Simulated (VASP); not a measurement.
# B (P6/mmm) in VASP: further runs

Runs on B. Level: r2SCAN. Tasks: single point.

Program: VASP 6.6.1. These are calculated values, not measurements. Logs are shortened: lines on timing, memory, paths and dates and some standing lists are left out, and cuts for length are marked.

### 1 The cell of the first run

It takes space group P6/mmm (No. 191, hexagonal). Conventional cell: a = 4.420 Å, b = 4.420 Å, c = 1.586 Å, α = 90.00°, β = 90.00°, γ = 120.00°. Within 2.1 Å of B (site symmetry 6/mmm) lie 2 B at 1.59 Å. Within 2.1 Å of B (site symmetry -6m2) lie 2 B at 1.59 Å.

### 2 Single point, r2SCAN

Contents of POSCAR:

```
B
1.0
    4.4204142875      0.0000000000      0.0000000000
   -2.2102071437      3.8281910682      0.0000000000
    0.0000000000      0.0000000000      1.5863835922
B
3
Direct
    0.0000000000      0.0000000000      0.0000000000
    0.3333333333      0.6666666667      0.5000000000
    0.6666666667      0.3333333333      0.5000000000
```

Contents of INCAR.step1:

```
SYSTEM = B
ALGO = Normal ; EDIFF = 1E-4
ENCUT = 520 ; GGA = PE
ISMEAR = 0 ; LASPH = .TRUE.
LCHARG = .FALSE. ; LREAL = .FALSE.
LWAVE = .TRUE. ; NBANDS = 12
NELM = 60 ; PREC = Accurate
SIGMA = 0.1
```

Contents of INCAR.step2:

```
SYSTEM = B
ALGO = Normal ; EDIFF = 1E-7
ENCUT = 520 ; ISIF = 2
ISMEAR = 0 ; ISTART = 1
LASPH = .TRUE. ; LCHARG = .FALSE.
LMIXTAU = .TRUE. ; LREAL = .FALSE.
LWAVE = .FALSE. ; METAGGA = R2SCAN
NBANDS = 12 ; NELM = 60
PREC = Accurate ; SIGMA = 0.1
```

Contents of KPOINTS:

```
k-points
0
G
  12 12 28
  0 0 0
```

Potentials or basis: VASP PAW PBE potentials, release 64 (B).

Started as:

```bash
> cat potpaw_PBE.64/B/POTCAR > POTCAR
> cp INCAR.step1 INCAR
> mpirun -np 1 vasp_std > vasp.out
> cp INCAR.step2 INCAR
> mpirun -np 1 vasp_std > vasp.out
```

OUTCAR:

```text
SYSTEM = B
   EDIFF = 1E-7
   ENCUT = 520
   ISIF = 2
   ISMEAR = 0
   ISTART = 1
   LASPH = .TRUE.
   LREAL = .FALSE.
   METAGGA = R2SCAN
   NELM = 60
   PREC = Accurate

 ion  position               nearest neighbor table
   1  0.000  0.000  0.000-
   2  0.333  0.667  0.500-
   3  0.667  0.333  0.500-

  LATTYP: Found a hexagonal cell.
 ALAT       =     4.4204142875
 C/A-ratio  =     0.3588766774

  Lattice vectors:

 A1 = (   4.4204142875,   0.0000000000,   0.0000000000)
 A2 = (  -2.2102071437,   3.8281910682,   0.0000000000)
 A3 = (   0.0000000000,   0.0000000000,   1.5863835922)

Analysis of symmetry for initial positions (statically):
=====================================================================
 Subroutine PRICEL returns:
 Original cell was already a primitive cell.

 Routine SETGRP: Setting up the symmetry group for a
 hexagonal supercell.

 Subroutine GETGRP returns: Found 24 space group operations
 (whereof 24 operations were pure point group operations)
 out of a pool of 24 trial point group operations.

The static configuration has the point symmetry D_6h.

Analysis of symmetry for dynamics (positions and initial velocities):
=====================================================================
 Subroutine PRICEL returns:
 Original cell was already a primitive cell.

 Routine SETGRP: Setting up the symmetry group for a
 hexagonal supercell.

 Subroutine GETGRP returns: Found 24 space group operations
 (whereof 24 operations were pure point group operations)
 out of a pool of 24 trial point group operations.

The dynamic configuration has the point symmetry D_6h.

 Subroutine INISYM returns: Found 24 space group operations
 (whereof 24 operations are pure point group operations),
 and found     1 'primitive' translations

----------------------------------------------------------------------------------------

                                     Primitive cell

  volume of cell :      26.8451

  direct lattice vectors                    reciprocal lattice vectors
     4.420414287  0.000000000  0.000000000     0.226223140  0.130609991  0.000000000
    -2.210207144  3.828191068  0.000000000     0.000000000  0.261219981  0.000000000
     0.000000000  0.000000000  1.586383592     0.000000000  0.000000000  0.630364563

  length of vectors
     4.420414287  4.420414287  1.586383592     0.261219981  0.261219981  0.630364563

[... 87 lines left out ...]
   NFREE  =      0    steps in history (QN), initial steepest desc. (CG)
   ISIF   =      2    stress and relaxation
   ISYM   =      2    0-nonsym 1-usesym 2-fastsym
   POTIM  = 0.5000    time-step for ionic-motion
   TEBEG  =    0.0;   TEEND  =   0.0 temperature during run
   PSTRESS=    0.0 pullay stress
   NELECT =       9.0000    total number of electrons
   NUPDOWN=      -1.0000    fix difference up-down
   EMIN   =  10.00;   EMAX   =-10.00  energy-range for DOS
   EFERMI =   0.00;   METHOD = LEGACY
   ISMEAR =     0;   SIGMA  =   0.10  broadening in eV -4-tet -1-fermi 0-gaus
   EFERMI_NEDOS =   21; number of points for ismear=-14 and -15
   IALGO  =     38    algorithm
   IMIX   =      4    mixing-type and parameters
     AMIX     =   0.40;   BMIX     =  1.00
     AMIX_MAG =   1.60;   BMIX_MAG =  1.00
  volume/ion in A,a.u.               =       8.95        60.39
  Fermi-wavevector in a.u.,A,eV,Ry     =   1.137280  2.149148 17.597854  1.293406
  Thomas-Fermi vector in A             =   2.273985
   LORBIT       =      0    0 simple, 1 ext, 2 COOP (PROOUT), +10 PAW based schemes
   METAGGA = R2SCAN    functional components
   LHFCALC =     F    Hartree Fock is set to
   AEXX    =    0.0000 exact exchange contribution
   IVDW    =     0    specifies the selected vdW correction
   LEPSILON=     F    determine dielectric tensor
   LRPA    =     F    only Hartree local field effects (RPA)
 non-spin polarized calculation
 Gauss-broadening in eV      SIGMA  =   0.10
  energy-cutoff  :      520.00
  volume of cell :       26.85
 maximum number of plane-waves:       762
 NGX is ok and might be reduce to    36
   NGX = 17   NGY = 17   NGZ =  5

 number of electron       9.0000000 magnetization

 Free energy of the ion-electron system (eV)
  ---------------------------------------------------
  ext. energy  EPLUGINS =         0.00000000
  ---------------------------------------------------
  free energy    TOTEN  =       -18.54822870 eV

  energy without entropy =      -18.54444446  energy(sigma->0) =      -18.54633658

 E-fermi :   4.9901     XC(G=0): -11.6477

 val. band max:        4.9872792117   @ k =   0.4167   0.1667   0.3214
 cond. band min:       4.9983523933   @ k =   0.0833  -0.0000   0.2500
 fundamental gap:      0.0110731815
 Fermi energy:         4.9900794442

 k-point     1 :       0.0000    0.0000    0.0000
  band No.  band energies     occupation
      1      -9.6777      2.00000
      2      -2.4366      2.00000
      3      -2.4111      2.00000
      4       0.2311      2.00000
      5       0.2311      2.00000
      6       0.2401      2.00000
      7       0.2401      2.00000
      8      10.1882      0.00000
      9      10.1882      0.00000
     10      22.6650      0.00000
     11      24.8065      0.00000
     12      24.8065      0.00000
[... 331 lines left out ...]
 k-point    24 :       0.3333    0.0000    0.0357
  band No.  band energies     occupation
      1      -8.6174      2.00000
      2      -5.6836      2.00000
      3      -3.5015      2.00000
      4      -1.7984      2.00000
      5       2.1725      2.00000
      6       4.2296      2.00000
      7       5.6878      0.00000
      8       6.8925      0.00000
      9       8.5647      0.00000
     10      18.8771      0.00000
     11      21.1970      0.00000
     12      22.2180      0.00000

 [... further k-points ...]
[... 5 lines left out ...]
  --------------------------------------------------------------------------------------
  -------------------------------------------------------------------------------------
  Total        0.0628074      0.0628074     -0.2624037      0.0000000     -0.0000000     -0.0000000
  in kB        3.7484936      3.7484936    -15.6608669      0.0000000     -0.0000000     -0.0000000
  external PRESSURE =      -2.7212932 kB  Pullay stress =       0.0000000 kB

 VOLUME and BASIS-vectors are now :
 -----------------------------------------------------------------------------
  energy-cutoff  :      520.00
  volume of cell :       26.85
      direct lattice vectors                 reciprocal lattice vectors
     4.420414287  0.000000000  0.000000000     0.226223140  0.130609991  0.000000000
    -2.210207144  3.828191068  0.000000000     0.000000000  0.261219981  0.000000000
     0.000000000  0.000000000  1.586383592     0.000000000  0.000000000  0.630364563

 POSITION                                       TOTAL-FORCE (eV/Angst)
 -----------------------------------------------------------------------------------
      0.00000      0.00000      0.00000         0.000000     -0.000000      0.000000
     -0.00000      2.55213      0.79319         0.000000     -0.000000      0.000000
      2.21021      1.27606      0.79319        -0.000000      0.000000     -0.000000
 -----------------------------------------------------------------------------------
    total drift:                               -0.000000      0.000000      0.000000

  FREE ENERGIE OF THE ION-ELECTRON SYSTEM (eV)
  ---------------------------------------------------
  free  energy   TOTEN  =       -18.5482286957 eV

  energy  without entropy=      -18.5444444571  energy(sigma->0) =      -18.54633658
```

OUTCAR.step1:

```text
SYSTEM = B
   EDIFF = 1E-4
   ENCUT = 520
   GGA = PE
   ISMEAR = 0
[... 587 lines left out ...]
      0.00000      0.00000      0.00000         0.000000      0.000000      0.000000
     -0.00000      2.55213      0.79319         0.000000     -0.000000      0.000000
      2.21021      1.27606      0.79319        -0.000000      0.000000     -0.000000
 -----------------------------------------------------------------------------------
    total drift:                                0.000000      0.000000      0.000000

  FREE ENERGIE OF THE ION-ELECTRON SYSTEM (eV)
  ---------------------------------------------------
  free  energy   TOTEN  =       -16.7356711311 eV

  energy  without entropy=      -16.7313259516  energy(sigma->0) =      -16.73349854
```

OSZICAR.step1:

```text
N       E                     dE             d eps       ncg     rms          rms(c)
DAV:   1     0.628529357072E+01    0.62853E+01   -0.41785E+03  6840   0.639E+02
DAV:   2    -0.169999486243E+02   -0.23285E+02   -0.21647E+02  8792   0.116E+02
DAV:   3    -0.176449150085E+02   -0.64497E+00   -0.64015E+00  8188   0.152E+01
DAV:   4    -0.176460296032E+02   -0.11146E-02   -0.11145E-02  7428   0.727E-01
DAV:   5    -0.176460308264E+02   -0.12232E-05   -0.12230E-05  7288   0.250E-02    0.638E+00
DAV:   6    -0.169861562757E+02    0.65987E+00   -0.37072E-01  7504   0.329E+00    0.357E+00
DAV:   7    -0.167351601412E+02    0.25100E+00   -0.53792E-01  7652   0.393E+00    0.381E-01
DAV:   8    -0.167357390052E+02   -0.57886E-03   -0.13599E-02  7192   0.791E-01    0.808E-02
DAV:   9    -0.167356711311E+02    0.67874E-04   -0.19234E-04  6580   0.874E-02
   1 F= -.16735671E+02 E0= -.16733499E+02  d E =-.434518E-02
```

Wall time 80 s (1 thread of Intel Xeon 6975P-C (Granite Rapids), shared host); peak memory 0.19 GiB.

What came out:

| Property | Result |
| --- | --- |
| Free energy | -18.5482 eV |
| Pressure | -0.3 GPa |

Stress tensor (GPa, compression positive):
```
 0.37  0.00  0.00
 0.00  0.37  0.00
 0.00  0.00 -1.57
```

Caveat: the PAW data sets were made with another functional, which shifts forces and pressure a little.

(Part 1 of 2 ends here.)
